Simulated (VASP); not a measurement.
# BN (F-43m) in VASP: further runs

BN is run at these levels: r2SCAN; tasks: single point.

Everything below comes from runs of VASP 6.6.1. Logs are shortened: lines on timing, memory, paths and dates and some standing lists are left out, and cuts for length are marked.

## (1) The cell of the first run

The structure is cubic, space group F-43m (No. 216). Conventional cell: a = 3.645 Å, b = 3.645 Å, c = 3.645 Å, α = 90.00°, β = 90.00°, γ = 90.00°. Within 2.1 Å of B (site symmetry -43m) lie 4 N at 1.58 Å. Within 2.1 Å of N (site symmetry -43m) lie 4 B at 1.58 Å.

## (2) Single point, r2SCAN (volume changed by +3%)

POSCAR reads:

```
BN
1.0
    0.0000000000      1.8226961869      1.8226961869
    1.8226961869      0.0000000000      1.8226961869
    1.8226961869      1.8226961869      0.0000000000
B N
1 1
Direct
    0.0000000000      0.0000000000      0.0000000000
    0.2500000000      0.2500000000      0.2500000000
```

INCAR.step1 reads:

```
  PREC = Accurate
  ENCUT = 910
  ISMEAR = 0
  SIGMA = 0.01
  LREAL = F
  LASPH = T
  NELM = 120
  NBANDS = 11
  GGA = PE
  ALGO = Normal
  EDIFF = 1E-5
  LWAVE = T
  LCHARG = F
  GGA_COMPAT = F
```

INCAR.step2 reads:

```
  PREC = Accurate
  ENCUT = 910
  EDIFF = 1E-6
  ISMEAR = 0
  SIGMA = 0.01
  LREAL = F
  LASPH = T
  NELM = 120
  ALGO = Normal
  ISIF = 2
  LWAVE = F
  LCHARG = T
  METAGGA = R2SCAN
  LMIXTAU = T
  LELF = T
  LVHAR = T
  NBANDS = 11
  ISTART = 1
  GGA_COMPAT = F
```

KPOINTS reads:

```
regular mesh
0
Gamma
  10 10 10
```

Potentials or basis: VASP PAW PBE potentials, release 64 (B_h, N_h).

Command:

```bash
> cat potpaw_PBE.64/B_h/POTCAR potpaw_PBE.64/N_h/POTCAR > POTCAR
> cp INCAR.step1 INCAR
> mpirun -np 1 vasp_std > vasp.out
> cp INCAR.step2 INCAR
> mpirun -np 1 vasp_std > vasp.out
```

OUTCAR:

```text
PREC = Accurate
   ENCUT = 910
   EDIFF = 1E-6
   ISMEAR = 0
   LREAL = F
   LASPH = T
   NELM = 120
   ISIF = 2
   METAGGA = R2SCAN
   ISTART = 1

 ion  position               nearest neighbor table
   1  0.000  0.000  0.000-
   2  0.250  0.250  0.250-

  LATTYP: Found a face centered cubic cell.
 ALAT       =     3.6453923738

  Lattice vectors:

 A1 = (   0.0000000000,   1.8226961869,   1.8226961869)
 A2 = (   1.8226961869,   0.0000000000,   1.8226961869)
 A3 = (   1.8226961869,   1.8226961869,   0.0000000000)

Analysis of symmetry for initial positions (statically):
=====================================================================
 Subroutine PRICEL returns:
 Original cell was already a primitive cell.

 Routine SETGRP: Setting up the symmetry group for a
 face centered cubic supercell.

 Subroutine GETGRP returns: Found 24 space group operations
 (whereof 24 operations were pure point group operations)
 out of a pool of 48 trial point group operations.

The static configuration has the point symmetry T_d .

Analysis of symmetry for dynamics (positions and initial velocities):
=====================================================================
 Subroutine PRICEL returns:
 Original cell was already a primitive cell.

 Routine SETGRP: Setting up the symmetry group for a
 face centered cubic supercell.

 Subroutine GETGRP returns: Found 24 space group operations
 (whereof 24 operations were pure point group operations)
 out of a pool of 48 trial point group operations.

The dynamic configuration has the point symmetry T_d .

 Subroutine INISYM returns: Found 24 space group operations
 (whereof 24 operations are pure point group operations),
 and found     1 'primitive' translations

----------------------------------------------------------------------------------------

                                     Primitive cell

  volume of cell :      12.1108

  direct lattice vectors                    reciprocal lattice vectors
     0.000000000  1.822696187  1.822696187    -0.274318893  0.274318893  0.274318893
     1.822696187  0.000000000  1.822696187     0.274318893 -0.274318893  0.274318893
     1.822696187  1.822696187  0.000000000     0.274318893  0.274318893 -0.274318893

  length of vectors
     2.577681668  2.577681668  2.577681668     0.475134260  0.475134260  0.475134260

  position of ions in fractional coordinates (direct lattice)
     0.000000000  0.000000000  0.000000000
     0.250000000  0.250000000  0.250000000

  ion indices of the primitive-cell ions
   primitive index   ion index
                 1           1
                 2           2

----------------------------------------------------------------------------------------

 KPOINTS: regular mesh

Automatic generation of k-mesh.
 Grid dimensions read from file:
 generate k-points for:   10   10   10

 Generating k-lattice:

  Cartesian coordinates                     Fractional coordinates (reciprocal lattice)
    -0.027431889  0.027431889  0.027431889     0.100000000  0.000000000  0.000000000
     0.027431889 -0.027431889  0.027431889     0.000000000  0.100000000  0.000000000
     0.027431889  0.027431889 -0.027431889     0.000000000  0.000000000  0.100000000

  Length of vectors
     0.047513426  0.047513426  0.047513426

  Shift w.r.t. Gamma in fractional coordinates (k-lattice)
     0.000000000  0.000000000  0.000000000

 Subroutine IBZKPT returns following result:
 ===========================================

 Found     47 irreducible k-points:

 Following reciprocal coordinates:
            Coordinates               Weight
  0.000000  0.000000  0.000000      1.000000
  0.100000  0.000000  0.000000      8.000000
  0.200000  0.000000  0.000000      8.000000
  0.300000  0.000000  0.000000      8.000000
  0.400000  0.000000  0.000000      8.000000
  0.500000  0.000000  0.000000      4.000000
[... 16 lines left out ...]
  0.300000  0.300000  0.000000      6.000000
  0.400000  0.300000  0.000000     24.000000
 [... further k-points ...]
   k-points           NKPTS =     47   k-points in BZ     NKDIM =     47   number of bands    NBANDS=     11
   number of dos      NEDOS =    301   number of ions     NIONS =      2
   total plane-waves  NPLWV =  21952
   dimension x,y,z NGX =    28 NGY =   28 NGZ =   28
   dimension x,y,z NGXF=    56 NGYF=   56 NGZF=   56
   ions per type =               1   1
   NGX,Y,Z   is equivalent  to a cutoff of  18.06, 18.06, 18.06 a.u.
   NGXF,Y,Z  is equivalent  to a cutoff of  36.12, 36.12, 36.12 a.u.
 SYSTEM =  unknown system
   PREC   = accura    normal or accurate (medium, high low for compatibility)
   ISTART =      1    job   : 0-new  1-cont  2-samecut
   ICHARG =      0    charge: 1-file 2-atom 10-const
   ISPIN  =      1    spin polarized calculation?
   LNONCOLLINEAR =      F non collinear calculations
   LSORBIT =      F    spin-orbit coupling
   LASPH  =      T    aspherical Exc in radial PAW
   ENCUT  =  910.0 eV  66.88 Ry    8.18 a.u.   6.34  6.34  6.34*2*pi/ulx,y,z
   NELM   =    120;   NELMIN=  2; NELMDL=  0     # of ELM steps
   EDIFF  = 0.1E-05   stopping-criterion for ELM
   LREAL  =      F    real-space projection
   EDIFFG = 0.1E-04   stopping-criterion for IOM
   NSW    =      0    number of steps for IOM
   IBRION =     -1    ionic relax: 0-MD 1-quasi-New 2-CG
   NFREE  =      0    steps in history (QN), initial steepest desc. (CG)
   ISIF   =      2    stress and relaxation
   ISYM   =      2    0-nonsym 1-usesym 2-fastsym
   POTIM  = 0.5000    time-step for ionic-motion
   TEBEG  =    0.0;   TEEND  =   0.0 temperature during run
   PSTRESS=    0.0 pullay stress
   NELECT =       8.0000    total number of electrons
   NUPDOWN=      -1.0000    fix difference up-down
   EMIN   =  10.00;   EMAX   =-10.00  energy-range for DOS
   EFERMI =   0.00;   METHOD = LEGACY
   ISMEAR =     0;   SIGMA  =   0.01  broadening in eV -4-tet -1-fermi 0-gaus
   EFERMI_NEDOS =   21; number of points for ismear=-14 and -15
   IALGO  =     38    algorithm
   IMIX   =      4    mixing-type and parameters
     AMIX     =   0.40;   BMIX     =  1.00
     AMIX_MAG =   1.60;   BMIX_MAG =  1.00
  volume/ion in A,a.u.               =       6.06        40.86
  Fermi-wavevector in a.u.,A,eV,Ry     =   1.425763  2.694301 27.657908  2.032799
  Thomas-Fermi vector in A             =   2.546112
   LORBIT       =      0    0 simple, 1 ext, 2 COOP (PROOUT), +10 PAW based schemes
   METAGGA = R2SCAN    functional components
   LHFCALC =     F    Hartree Fock is set to
   AEXX    =    0.0000 exact exchange contribution
   IVDW    =     0    specifies the selected vdW correction
   LEPSILON=     F    determine dielectric tensor
   LRPA    =     F    only Hartree local field effects (RPA)
 non-spin polarized calculation
 Gauss-broadening in eV      SIGMA  =   0.01
  energy-cutoff  :      910.00
  volume of cell :       12.11
 maximum number of plane-waves:       769
 NGX is ok and might be reduce to    28
   NGX = 13   NGY = 13   NGZ = 13

 number of electron       8.0000000 magnetization

 Free energy of the ion-electron system (eV)
  ---------------------------------------------------
  ext. energy  EPLUGINS =         0.00000000
  ---------------------------------------------------
  free energy    TOTEN  =       -19.18720460 eV

  energy without entropy =      -19.18720460  energy(sigma->0) =      -19.18720460

 E-fermi :   8.7234     XC(G=0): -13.6223

 val. band max:        8.5778905738   @ k =   0.0000   0.0000   0.0000
 cond. band min:      13.5363326625   @ k =   0.5000   0.5000   0.0000
 fundamental gap:      4.9584420888
 Fermi energy:         8.7233768735

 k-point     1 :       0.0000    0.0000    0.0000
  band No.  band energies     occupation
      1     -12.4194      2.00000
      2       8.5779      2.00000
      3       8.5779      2.00000
      4       8.5779      2.00000
      5      18.0014      0.00000
      6      18.0014      0.00000
      7      18.0014      0.00000
      8      19.2102      0.00000
      9      34.2251      0.00000
     10      36.9732      0.00000
     11      36.9732      0.00000

 k-point     2 :       0.1000    0.0000    0.0000
  band No.  band energies     occupation
      1     -12.1731      2.00000
      2       7.2751      2.00000
      3       8.3239      2.00000
      4       8.3239      2.00000
      5      18.2246      0.00000
      6      18.3931      0.00000
      7      18.3931      0.00000
      8      20.0851      0.00000
      9      34.0158      0.00000
     10      34.5265      0.00000
     11      34.5265      0.00000

 k-point     3 :       0.2000    0.0000    0.0000
  band No.  band energies     occupation
      1     -11.4499      2.00000
      2       4.4914      2.00000
      3       7.7489      2.00000
      4       7.7489      2.00000
      5      18.5066      0.00000
      6      19.2069      0.00000
      7      19.2069      0.00000
      8      21.9143      0.00000
      9      33.0402      0.00000
     10      33.0402      0.00000
     11      33.3660      0.00000

 k-point     4 :       0.3000    0.0000    0.0000
  band No.  band energies     occupation
      1     -10.3152      2.00000
      2       1.4748      2.00000
      3       7.1628      2.00000
      4       7.1628      2.00000
      5      18.7690      0.00000
      6      19.7859      0.00000
      7      19.7859      0.00000
      8      23.4880      0.00000
      9      32.8499      0.00000
     10      33.3332      0.00000
     11      33.3332      0.00000
[... 239 lines left out ...]
 k-point    22 :      -0.2000    0.2000    0.0000
  band No.  band energies     occupation
      1      -9.9390      2.00000
      2       2.2498      2.00000
      3       4.2502      2.00000
      4       7.2700      2.00000
      5      19.6956      0.00000
      6      20.2044      0.00000
      7      20.7025      0.00000
      8      22.8523      0.00000
      9      30.6210      0.00000
     10      32.0020      0.00000
     11      36.3315      0.00000

 k-point    23 :       0.3000    0.3000    0.0000
  band No.  band energies     occupation
      1      -9.6255      2.00000
      2       3.1263      2.00000
      3       4.8792      2.00000
      4       4.8792      2.00000
      5      15.2355      0.00000
      6      19.8401      0.00000
      7      24.1099      0.00000
      8      24.1099      0.00000
      9      28.1291      0.00000
     10      37.0297      0.00000
     11      41.1882      0.00000

 k-point    24 :       0.4000    0.3000    0.0000
  band No.  band energies     occupation
      1      -8.6267      2.00000
      2       1.5619      2.00000
      3       4.0127      2.00000
      4       4.4618      2.00000
      5      15.1942      0.00000
      6      19.7014      0.00000
      7      24.8438      0.00000
      8      24.9902      0.00000
      9      29.1858      0.00000
     10      36.7274      0.00000
     11      41.3137      0.00000

 [... further k-points ...]
[... 5 lines left out ...]
  --------------------------------------------------------------------------------------
  -------------------------------------------------------------------------------------
  Total       -0.8665260     -0.8665260     -0.8665260      0.0000000      0.0000000     -0.0000000
  in kB     -114.6355488   -114.6355488   -114.6355488      0.0000000      0.0000000     -0.0000000
  external PRESSURE =    -114.6355488 kB  Pullay stress =       0.0000000 kB

 VOLUME and BASIS-vectors are now :
 -----------------------------------------------------------------------------
  energy-cutoff  :      910.00
  volume of cell :       12.11
      direct lattice vectors                 reciprocal lattice vectors
     0.000000000  1.822696187  1.822696187    -0.274318893  0.274318893  0.274318893
     1.822696187  0.000000000  1.822696187     0.274318893 -0.274318893  0.274318893
     1.822696187  1.822696187  0.000000000     0.274318893  0.274318893 -0.274318893

 POSITION                                       TOTAL-FORCE (eV/Angst)
 -----------------------------------------------------------------------------------
      0.00000      0.00000      0.00000         0.000000      0.000000      0.000000
      0.91135      0.91135      0.91135        -0.000000     -0.000000     -0.000000
 -----------------------------------------------------------------------------------
    total drift:                                0.000000      0.000000      0.000000

  FREE ENERGIE OF THE ION-ELECTRON SYSTEM (eV)
  ---------------------------------------------------
  free  energy   TOTEN  =       -19.1872045963 eV

  energy  without entropy=      -19.1872045963  energy(sigma->0) =      -19.18720460
```

Wall time 26 s (1 thread of Intel Xeon 6975P-C (Granite Rapids), shared host); peak memory 0.16 GiB.

Results:

```yaml
Free_energy: -19.1872 eV
Pressure: -11.5 GPa
Band_gap_on_the_k_mesh: 4.96 eV, indirect (least direct gap 9.42 eV)
```

Levels at points of the mesh, in eV from the valence-band top:
| k point | band 1 | band 2 | band 3 | band 4 | band 5 | band 6 | band 7 | band 8 |
| --- | --- | --- | --- | --- | --- | --- | --- | --- |
| (0.00, 0.00, 0.00) | -21.00 | 0.00 | 0.00 | 0.00 | 9.42 | 9.42 | 9.42 | 10.63 |
| (0.50, 0.00, 0.00) | -16.82 | -10.84 | -1.96 | -1.96 | 10.44 | 11.34 | 11.34 | 16.14 |
| (0.50, 0.50, 0.00) | -15.44 | -9.15 | -4.96 | -4.96 | 4.96 | 9.66 | 18.88 | 18.88 |

Caveat: the cell differs from its parent crystal (volume changed by +3%); the cutoff is under 1.25 times the usual one of these potentials, so pressure, stress and relaxed cells hold a basis-set (Pulay) error; the PAW data sets were made with another functional, which shifts forces and pressure a little. A k mesh can miss the band edges.

## (3) Single point, r2SCAN (volume changed by -3%)

POSCAR reads:

```
BN
1.0
    0.0000000000      1.7865936589      1.7865936589
    1.7865936589      0.0000000000      1.7865936589
    1.7865936589      1.7865936589      0.0000000000
B N
1 1
Direct
    0.0000000000      0.0000000000      0.0000000000
    0.2500000000      0.2500000000      0.2500000000
```

INCAR.step1 reads:

```
SYSTEM = BN
  PREC = Accurate
  ENCUT = 910
  ISMEAR = 0
  SIGMA = 0.01
  LREAL = .False.
  LASPH = .True.
  NELM = 120
  NBANDS = 11
  GGA = PE
  ALGO = Normal
  EDIFF = 1E-5
  LWAVE = .True.
  LCHARG = .False.
  GGA_COMPAT = .False.
```

INCAR.step2 reads:

```
SYSTEM = BN
  PREC = Accurate
  ENCUT = 910
  EDIFF = 1E-6
  ISMEAR = 0
  SIGMA = 0.01
  LREAL = .False.
  LASPH = .True.
  NELM = 120
  ALGO = Normal
  ISIF = 2
  LWAVE = .False.
  LCHARG = .True.
  METAGGA = R2SCAN
  LMIXTAU = .True.
  LELF = .True.
  LVHAR = .True.
  NBANDS = 11
  ISTART = 1
  GGA_COMPAT = .False.
```

KPOINTS reads:

```
Automatic mesh
0
Gamma
  10 10 10
  0 0 0
```

Potentials or basis: VASP PAW PBE potentials, release 64 (B_h, N_h).

Command:

```bash
> cat potpaw_PBE.64/B_h/POTCAR potpaw_PBE.64/N_h/POTCAR > POTCAR
> cp INCAR.step1 INCAR
> mpirun -np 1 vasp_std > vasp.out
> cp INCAR.step2 INCAR
> mpirun -np 1 vasp_std > vasp.out
```

Run time: 28 s. Hardware: 1 thread of Intel Xeon 6975P-C (Granite Rapids), shared host; peak memory 0.16 GiB.

Results (log left out):

```yaml
Free_energy: -19.1865 eV
Pressure: 12.0 GPa
Band_gap_on_the_k_mesh: 5.04 eV, indirect (least direct gap 9.72 eV)
```

Levels at points of the mesh, in eV from the valence-band top:
```tsv
k point	band 1	band 2	band 3	band 4	band 5	band 6	band 7	band 8
(0.00, 0.00, 0.00)	-21.69	0.00	0.00	0.00	9.72	9.72	9.72	11.67
(0.50, 0.00, 0.00)	-17.23	-11.40	-2.08	-2.08	11.27	11.69	11.69	16.80
(0.50, 0.50, 0.00)	-15.76	-9.55	-5.27	-5.27	5.04	10.03	19.85	19.85
```

Caveat: the cell differs from its parent crystal (volume changed by -3%); the cutoff is under 1.25 times the usual one of these potentials, so pressure, stress and relaxed cells hold a basis-set (Pulay) error; the PAW data sets were made with another functional, which shifts forces and pressure a little.

## (4) Single point, r2SCAN

This run uses another cell than the first one, of 5.88 Å³/atom, 0.971 times its volume.

POSCAR reads:

```
BN
1.0
    0.0000000000      1.8048254656      1.8048254656
    1.8048254656      0.0000000000      1.8048254656
    1.8048254656      1.8048254656      0.0000000000
B N
1 1
Direct
    0.0000000000      0.0000000000      0.0000000000
    0.2500000000      0.2500000000      0.2500000000
```

INCAR.step1 reads:

```
SYSTEM = BN
PREC = Accurate ; ENCUT = 910
ISMEAR = 0 ; SIGMA = 0.01
LREAL = .False. ; LASPH = .True.
NELM = 120 ; NBANDS = 11
GGA = PE ; ALGO = Normal
EDIFF = 1E-5 ; LWAVE = .True.
LCHARG = .False. ; GGA_COMPAT = .False.
```

INCAR.step2 reads:

```
SYSTEM = BN
PREC = Accurate ; ENCUT = 910
EDIFF = 1E-6 ; ISMEAR = 0
SIGMA = 0.01 ; LREAL = .False.
LASPH = .True. ; NELM = 120
ALGO = Normal ; ISIF = 2
LWAVE = .False. ; LCHARG = .False.
METAGGA = R2SCAN ; LMIXTAU = .True.
NBANDS = 11 ; ISTART = 1
GGA_COMPAT = .False.
```

KPOINTS is that of step 3.

Command:

```bash
> cat potpaw_PBE.64/B_h/POTCAR potpaw_PBE.64/N_h/POTCAR > POTCAR
> cp INCAR.step1 INCAR
> mpirun -np 1 vasp_std > vasp.out
> cp INCAR.step2 INCAR
> mpirun -np 1 vasp_std > vasp.out
```

It took 40 s on 1 thread of Intel Xeon Platinum 8375C at 2.90GHz (Ice Lake), shared host; peak memory 0.16 GiB.

It converged, with:

* Free energy: -19.1998 eV
* Pressure: -0.5 GPa
* Band gap on the k mesh: 5.00 eV, indirect (least direct gap 9.57 eV)

Levels at points of the mesh, in eV from the valence-band top:
| k point | band 2 | band 3 | band 4 | band 5 | band 6 | band 7 |
| --- | --- | --- | --- | --- | --- | --- |
| (0.00, 0.00, 0.00) | 0.00 | 0.00 | 0.00 | 9.57 | 9.57 | 9.57 |
| (0.50, 0.00, 0.00) | -11.12 | -2.02 | -2.02 | 10.85 | 11.51 | 11.51 |
| (0.50, 0.50, 0.00) | -9.34 | -5.11 | -5.11 | 5.00 | 9.84 | 19.36 |

Caveat: the cutoff is under 1.25 times the usual one of these potentials, so pressure, stress and relaxed cells hold a basis-set (Pulay) error; the PAW data sets were made with another functional, which shifts forces and pressure a little. A k mesh can miss the band edges.

## (5) Summary

| cell | gap on the mesh (eV) | pressure (GPa) |
| --- | --- | --- |
| a = 2.578 Å, angles 60.0°, 2 atoms | 4.96 | -11.5 |
| a = 2.527 Å, angles 60.0°, 2 atoms | 5.04 | 12.0 |
| a = 2.552 Å, angles 60.0°, 2 atoms | 5.00 | -0.5 |

Alike in all rows: task single point; level r2SCAN; potentials or basis VASP PAW PBE potentials, release 64 (B_h, N_h); no spin polarisation; k mesh 10 × 10 × 10; cutoff (eV) 910; smearing gaussian 0.01 eV.

Caveats: the cutoff is under 1.25 times the usual one of these potentials, so pressure, stress and relaxed cells hold a basis-set (Pulay) error; the PAW data sets were made with another functional, which shifts forces and pressure a little.

Absolute energies hang on the potentials; compare differences alone.
